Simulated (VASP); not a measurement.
Input of a VASP 6.6.1 run:

File INCAR:

```
  PREC = Accurate
  ENCUT = 520
  EDIFF = 1E-6
  ISMEAR = -1
  SIGMA = 0.05
  LREAL = False
  LASPH = True
  NELM = 60
  ALGO = Fast
  ISIF = 2
  LWAVE = False
  LCHARG = True
  GGA = CA
  LELF = True
  LVHAR = True
  NBANDS = 32
```

The input KPOINTS:

```
Automatic mesh
0
Gamma
  6 6 6
```

The input POSCAR:

```
Sn3Te
1.0
    4.9610505803      0.0000000000      0.0000000000
    0.0000000000      4.9610505803      0.0000000000
    0.0000000000      0.0000000000      4.9610505803
Te Sn
1 3
Direct
    0.0000000000      0.0000000000      0.0000000000
    0.0000000000      0.5000000000      0.5000000000
    0.5000000000      0.0000000000      0.5000000000
    0.5000000000      0.5000000000      0.0000000000
```

Potentials or basis: VASP PAW LDA potentials, release 64 (Te, Sn_d).

Run with:

```bash
$ cat potpaw_LDA.64/Te/POTCAR potpaw_LDA.64/Sn_d/POTCAR > POTCAR
$ mpirun -np 1 vasp_std > vasp.out
```

(1) What does it give for the pressure?

(2) Predict the band gap on the k mesh.

## Answers

(1) -5.4 GPa.

(2) zero (band 24 reaches 9.29 eV, above the bottom of band 25 at 6.42 eV).

Caveat: spin-orbit coupling is left out, which moves the levels of the heavy elements.
